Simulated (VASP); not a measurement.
# SiO2 (P4_32_12) in VASP: a series of runs, part 3 of 3

VASP 6.6.1. The steps go on from the part before.

## (4) Single point, PBEsol (biaxial strain in the a-b plane: -3.0 %)

File INCAR:

```
SYSTEM = SiO2
ALGO = Normal ; EDIFF = 1E-6
ENCUT = 520 ; GGA = PS
ISIF = 2 ; ISMEAR = 0
LASPH = .TRUE. ; LCHARG = .FALSE.
LREAL = .FALSE. ; LWAVE = .FALSE.
NBANDS = 44 ; NELM = 80
PREC = Accurate ; SIGMA = 0.02
```

File KPOINTS:

```
k-points
0
G
  6 6 4
  0 0 0
```

File POSCAR:

```
SiO2
1.0
    4.8769480210      0.0000000000      0.0000000000
    0.0000000000      4.8769480210      0.0000000000
    0.0000000000      0.0000000000      7.1318324138
Si O
4 8
Direct
    0.1961481169      0.1961481169      0.0000000000
    0.3038518831      0.6961481169      0.7500000000
    0.6961481169      0.3038518831      0.2500000000
    0.8038518831      0.8038518831      0.5000000000
    0.6141995388      0.7373994315      0.6831483969
    0.3858004612      0.2626005685      0.1831483969
    0.7373994315      0.6141995388      0.3168516031
    0.2373994315      0.8858004612      0.9331483969
    0.2626005685      0.3858004612      0.8168516031
    0.1141995388      0.7626005685      0.5668516031
    0.8858004612      0.2373994315      0.0668516031
    0.7626005685      0.1141995388      0.4331483969
```

Potentials or basis: VASP PAW PBE potentials, release 64 (Si, O).

Run with:

```sh
$ cat potpaw_PBE.64/Si/POTCAR potpaw_PBE.64/O/POTCAR > POTCAR
$ mpirun -np 1 vasp_std > vasp.out
```

OUTCAR:

```text
SYSTEM = SiO2
   EDIFF = 1E-6
   ENCUT = 520
   GGA = PS
   ISIF = 2
   ISMEAR = 0
   LASPH = .TRUE.
   LREAL = .FALSE.
   NELM = 80
   PREC = Accurate

 ion  position               nearest neighbor table
   1  0.196  0.196  0.000-   8 1.60  11 1.60   9 1.63   6 1.63   2 3.07   3 3.07   2 3.07   3 3.07

   2  0.304  0.696  0.750-   5 1.60   9 1.60   8 1.63  10 1.63   1 3.07   4 3.07   1 3.07   4 3.07

   3  0.696  0.304  0.250-   6 1.60   7 1.60  11 1.63  12 1.63   1 3.07   4 3.07   4 3.07   1 3.07

   4  0.804  0.804  0.500-  10 1.60  12 1.60   5 1.63   7 1.63   2 3.07   3 3.07   3 3.07   2 3.07

   5  0.614  0.737  0.683-   2 1.60   4 1.63
   6  0.386  0.263  0.183-   3 1.60   1 1.63
   7  0.737  0.614  0.317-   3 1.60   4 1.63
   8  0.237  0.886  0.933-   1 1.60   2 1.63
   9  0.263  0.386  0.817-   2 1.60   1 1.63
  10  0.114  0.763  0.567-   4 1.60   2 1.63
  11  0.886  0.237  0.067-   1 1.60   3 1.63
  12  0.763  0.114  0.433-   4 1.60   3 1.63

  LATTYP: Found a simple tetragonal cell.
 ALAT       =     4.8769480210
 C/A-ratio  =     1.4623556337

  Lattice vectors:

 A1 = (   4.8769480210,   0.0000000000,   0.0000000000)
 A2 = (   0.0000000000,   4.8769480210,   0.0000000000)
 A3 = (   0.0000000000,   0.0000000000,   7.1318324138)

Analysis of symmetry for initial positions (statically):
=====================================================================
 Subroutine PRICEL returns:
 Original cell was already a primitive cell.

 Routine SETGRP: Setting up the symmetry group for a
 simple tetragonal supercell.

 Subroutine GETGRP returns: Found  8 space group operations
 (whereof  2 operations were pure point group operations)
 out of a pool of 16 trial point group operations.

The static configuration has the point symmetry C_2 .
 The point group associated with its full space group is D_4 .

Analysis of symmetry for dynamics (positions and initial velocities):
=====================================================================
 Subroutine PRICEL returns:
 Original cell was already a primitive cell.

 Routine SETGRP: Setting up the symmetry group for a
 simple tetragonal supercell.

 Subroutine GETGRP returns: Found  8 space group operations
 (whereof  2 operations were pure point group operations)
 out of a pool of 16 trial point group operations.

The dynamic configuration has the point symmetry C_2 .
 The point group associated with its full space group is D_4 .

 Subroutine INISYM returns: Found  8 space group operations
 (whereof  2 operations are pure point group operations),
 and found     1 'primitive' translations

----------------------------------------------------------------------------------------

                                     Primitive cell

  volume of cell :     169.6279

  direct lattice vectors                    reciprocal lattice vectors
     4.876948021  0.000000000  0.000000000     0.205046270  0.000000000  0.000000000
[... 68 lines left out ...]
  0.333333  0.166667  0.000000      8.000000
[... 16 lines left out ...]
  0.333333  0.000000  0.500000      4.000000
  0.500000  0.000000  0.500000      2.000000
 [... further k-points ...]
   k-points           NKPTS =     30   k-points in BZ     NKDIM =     30   number of bands    NBANDS=     44
   number of dos      NEDOS =    301   number of ions     NIONS =     12
   total plane-waves  NPLWV =  69984
   dimension x,y,z NGX =    36 NGY =   36 NGZ =   54
   dimension x,y,z NGXF=    72 NGYF=   72 NGZF=  108
   ions per type =               4   8
   NGX,Y,Z   is equivalent  to a cutoff of  12.27, 12.27, 12.59 a.u.
   NGXF,Y,Z  is equivalent  to a cutoff of  24.54, 24.54, 25.18 a.u.
 SYSTEM =  SiO2
   PREC   = accura    normal or accurate (medium, high low for compatibility)
   ISTART =      0    job   : 0-new  1-cont  2-samecut
   ICHARG =      2    charge: 1-file 2-atom 10-const
   ISPIN  =      1    spin polarized calculation?
   LNONCOLLINEAR =      F non collinear calculations
   LSORBIT =      F    spin-orbit coupling
   LASPH  =      T    aspherical Exc in radial PAW
   ENCUT  =  520.0 eV  38.22 Ry    6.18 a.u.   9.07  9.07 13.26*2*pi/ulx,y,z
   NELM   =     80;   NELMIN=  2; NELMDL= -5     # of ELM steps
   EDIFF  = 0.1E-05   stopping-criterion for ELM
   LREAL  =      F    real-space projection
   EDIFFG = 0.1E-04   stopping-criterion for IOM
   NSW    =      0    number of steps for IOM
   IBRION =     -1    ionic relax: 0-MD 1-quasi-New 2-CG
   NFREE  =      0    steps in history (QN), initial steepest desc. (CG)
   ISIF   =      2    stress and relaxation
   ISYM   =      2    0-nonsym 1-usesym 2-fastsym
   POTIM  = 0.5000    time-step for ionic-motion
   TEBEG  =    0.0;   TEEND  =   0.0 temperature during run
   PSTRESS=    0.0 pullay stress
   NELECT =      64.0000    total number of electrons
   NUPDOWN=      -1.0000    fix difference up-down
   EMIN   =  10.00;   EMAX   =-10.00  energy-range for DOS
   EFERMI =   0.00;   METHOD = LEGACY
   ISMEAR =     0;   SIGMA  =   0.02  broadening in eV -4-tet -1-fermi 0-gaus
   EFERMI_NEDOS =   21; number of points for ismear=-14 and -15
   IALGO  =     38    algorithm
   IMIX   =      4    mixing-type and parameters
     AMIX     =   0.40;   BMIX     =  1.00
     AMIX_MAG =   1.60;   BMIX_MAG =  1.00
  volume/ion in A,a.u.               =      14.14        95.39
  Fermi-wavevector in a.u.,A,eV,Ry     =   1.182957  2.235465 19.039826  1.399388
  Thomas-Fermi vector in A             =   2.319201
   LORBIT       =      0    0 simple, 1 ext, 2 COOP (PROOUT), +10 PAW based schemes
   GGA     = PS    functional components
   LHFCALC =     F    Hartree Fock is set to
   AEXX    =    0.0000 exact exchange contribution
   IVDW    =     0    specifies the selected vdW correction
   LEPSILON=     F    determine dielectric tensor
   LRPA    =     F    only Hartree local field effects (RPA)
 non-spin polarized calculation
 Gauss-broadening in eV      SIGMA  =   0.02
  energy-cutoff  :      520.00
  volume of cell :      169.63
 maximum number of plane-waves:      4600
   NGX = 19   NGY = 19   NGZ = 27

 number of electron      63.9999974 magnetization

 Free energy of the ion-electron system (eV)
  ---------------------------------------------------
  ext. energy  EPLUGINS =         0.00000000
  ---------------------------------------------------
  free energy    TOTEN  =       -98.53288890 eV

  energy without entropy =      -98.53288890  energy(sigma->0) =      -98.53288890

 E-fermi :   0.2231     XC(G=0):  -8.6703

 val. band max:        0.1201334849   @ k =   0.0000   0.0000   0.0000
 cond. band min:       5.7773129115   @ k =   0.0000   0.0000   0.0000
 fundamental gap:      5.6571794267
 Fermi energy:         0.2231067811

 k-point     1 :       0.0000    0.0000    0.0000
  band No.  band energies     occupation
      1     -19.2469      2.00000
      2     -18.3612      2.00000
      3     -18.3612      2.00000
      4     -17.2186      2.00000
      5     -17.0507      2.00000
      6     -17.0446      2.00000
[... 1117 lines left out ...]
     43      11.5748      0.00000
     44      11.6977      0.00000

 [... further k-points ...]

------------------------ aborting loop because EDIFF is reached ----------------------------------------

  FORCE on cell =-STRESS in cart. coord.  units (eV):
  Direction    XX          YY          ZZ          XY          YZ          ZX
  --------------------------------------------------------------------------------------
  -------------------------------------------------------------------------------------
  Total        5.5739072      5.5739072     -2.8516548      0.0000000      0.0000000      0.0000000
  in kB       52.6469155     52.6469155    -26.9345764      0.0000000      0.0000000      0.0000000
  external PRESSURE =      26.1197516 kB  Pullay stress =       0.0000000 kB

 VOLUME and BASIS-vectors are now :
 -----------------------------------------------------------------------------
  energy-cutoff  :      520.00
  volume of cell :      169.63
      direct lattice vectors                 reciprocal lattice vectors
     4.876948021  0.000000000  0.000000000     0.205046270  0.000000000  0.000000000
     0.000000000  4.876948021  0.000000000     0.000000000  0.205046270  0.000000000
     0.000000000  0.000000000  7.131832414     0.000000000  0.000000000  0.140216419

 POSITION                                       TOTAL-FORCE (eV/Angst)
 -----------------------------------------------------------------------------------
      0.95660      0.95660      0.00000         0.570605      0.570605      0.000000
      1.48187      3.39508      5.34887        -0.570605      0.570605      0.000000
      3.39508      1.48187      1.78296         0.570605     -0.570605     -0.000000
      3.92034      3.92034      3.56592        -0.570605     -0.570605      0.000000
      2.99542      3.59626      4.87210         0.763812      0.159455     -0.500478
      1.88153      1.28069      1.30618        -0.763812     -0.159455     -0.500478
      3.59626      2.99542      2.25973         0.159455      0.763812      0.500478
      1.15778      4.32000      6.65506         0.159455     -0.763812     -0.500478
      1.28069      1.88153      5.82565        -0.159455     -0.763812      0.500478
      0.55695      3.71916      4.04269         0.763812     -0.159455      0.500478
      4.32000      1.15778      0.47677        -0.763812      0.159455      0.500478
      3.71916      0.55695      3.08914        -0.159455      0.763812     -0.500478
 -----------------------------------------------------------------------------------
    total drift:                                0.000000     -0.000000     -0.000000

  FREE ENERGIE OF THE ION-ELECTRON SYSTEM (eV)
  ---------------------------------------------------
  free  energy   TOTEN  =       -98.5328889039 eV

  energy  without entropy=      -98.5328889039  energy(sigma->0) =      -98.53288890
```

Run time: 5.1 min. Hardware: 1 thread of Intel Xeon 8259CL, shared host; peak memory 0.33 GiB.

What came out:

| Item | Value |
| --- | --- |
| Free energy | -98.5329 eV |
| Pressure | 2.6 GPa |
| Largest force | 0.927 eV/Å |
| Band gap on the k mesh | 5.66 eV |

Forces in eV/Å, atoms in the order of the input:
```
Si   0.571  0.571  0.000
Si  -0.571  0.571  0.000
Si   0.571 -0.571  0.000
Si  -0.571 -0.571  0.000
O    0.764  0.159 -0.500
O   -0.764 -0.159 -0.500
O    0.159  0.764  0.500
O    0.159 -0.764 -0.500
O   -0.159 -0.764  0.500
O    0.764 -0.159  0.500
O   -0.764  0.159  0.500
O   -0.159  0.764 -0.500
```

Caveat: the cell differs from its parent crystal (biaxial strain in the a-b plane: -3.0 %); the stress differs along the axes, from -3 to 5 GPa; the PAW data sets were made with another functional, which shifts forces and pressure a little. A k mesh can miss the band edges.

## (5) Single point, PBEsol (biaxial strain in the a-b plane: -1.5 %, then relaxed in part)

File INCAR:

```
PREC = Accurate
ENCUT = 520
EDIFF = 1E-7
ISMEAR = 0
SIGMA = 0.02
LREAL = False
LASPH = True
NELM = 60
ALGO = Normal
ISIF = 2
LWAVE = False
LCHARG = True
GGA = PS
LELF = True
LVHAR = True
NBANDS = 44
```

File KPOINTS:

```
Automatic mesh
0
Gamma
  6 6 4
```

Edit POSCAR of step 4 so:

```diff
@@ -2,5 +2,5 @@
 1.0
-    4.8769480210      0.0000000000      0.0000000000
-    0.0000000000      4.8769480210      0.0000000000
-    0.0000000000      0.0000000000      7.1318324138
+    4.9523647430      0.0000000000      0.0000000000
+    0.0000000000      4.9523647430      0.0000000000
+    0.0000000000      0.0000000000      6.9768429373
 Si O
```

Run with:

```sh
$ cat potpaw_PBE.64/Si/POTCAR potpaw_PBE.64/O/POTCAR > POTCAR
$ mpirun -np 1 vasp_std > vasp.out
```

It took 7.2 min on 1 thread of Intel Xeon 8259CL, shared host; peak memory 0.36 GiB.

Results (log left out):

- Free energy: -98.6683 eV
- Pressure: 1.1 GPa
- Largest force: 0.026 eV/Å
- Band gap on the k mesh: 5.63 eV

Forces in eV/Å, atoms in the order of the input:
```
Si  -0.018 -0.018  0.000
Si   0.018 -0.018  0.000
Si  -0.018  0.018  0.000
Si   0.018  0.018  0.000
O    0.017 -0.002  0.016
O   -0.017  0.002  0.016
O   -0.002  0.017 -0.016
O   -0.002 -0.017  0.016
O    0.002 -0.017 -0.016
O    0.017  0.002 -0.016
O   -0.017 -0.002 -0.016
O    0.002  0.017  0.016
```

Stress tensor (GPa, compression positive):
```
1.40 0.00 0.00
0.00 1.40 0.00
0.00 0.00 0.50
```

Levels at points of the mesh, in eV from the valence-band top:
| k point | band 28 | band 29 | band 30 | band 31 | band 32 | band 33 | band 34 | band 35 | band 36 | band 37 |
| --- | --- | --- | --- | --- | --- | --- | --- | --- | --- | --- |
| (0.00, 0.00, 0.00) | -1.25 | -0.64 | -0.31 | -0.31 | 0.00 | 5.63 | 8.68 | 8.68 | 9.14 | 9.14 |
| (0.50, 0.00, 0.00) | -0.99 | -0.65 | -0.65 | -0.48 | -0.48 | 7.67 | 7.67 | 9.16 | 9.16 | 9.72 |
| (0.50, 0.50, 0.00) | -1.29 | -0.58 | -0.58 | -0.53 | -0.53 | 8.63 | 8.63 | 8.71 | 8.71 | 9.65 |
| (0.00, 0.00, 0.50) | -0.84 | -0.53 | -0.53 | -0.37 | -0.37 | 6.89 | 6.89 | 9.21 | 9.21 | 9.54 |
| (0.50, 0.00, 0.50) | -0.96 | -0.92 | -0.92 | -0.19 | -0.19 | 7.94 | 7.94 | 8.99 | 8.99 | 9.29 |
| (0.50, 0.50, 0.50) | -1.32 | -0.60 | -0.60 | -0.60 | -0.60 | 9.12 | 9.12 | 9.12 | 9.12 | 9.72 |

Caveat: the cell differs from its parent crystal (biaxial strain in the a-b plane: -1.5 %, then relaxed in part); the PAW data sets were made with another functional, which shifts forces and pressure a little. A k mesh can miss the band edges.

## (6) Overview

| cell | gap on the mesh (eV) | pressure (GPa) | largest force (eV/Å) |
| --- | --- | --- | --- |
| a = 4.877, b = 4.877, c = 6.945 Å, 12 atoms, atomic positions A | 5.67 | 1.8 | 0.03 |
| a = 4.877, b = 4.877, c = 7.132 Å, 12 atoms, atomic positions B | 5.66 | 2.6 | 0.93 |
| a = 4.952, b = 4.952, c = 6.977 Å, 12 atoms, atomic positions B | 5.63 | 1.1 | 0.03 |

Alike in all rows: task single point; level PBEsol; potentials or basis VASP PAW PBE potentials, release 64 (Si, O); no spin polarisation; k mesh 6 × 6 × 4; cutoff (eV) 520; smearing gaussian 0.02 eV.

Caveats: the PAW data sets were made with another functional, which shifts forces and pressure a little; the stress differs along the axes, from -3 to 5 GPa (at least some runs).

Absolute energies hang on the potentials; compare differences alone.
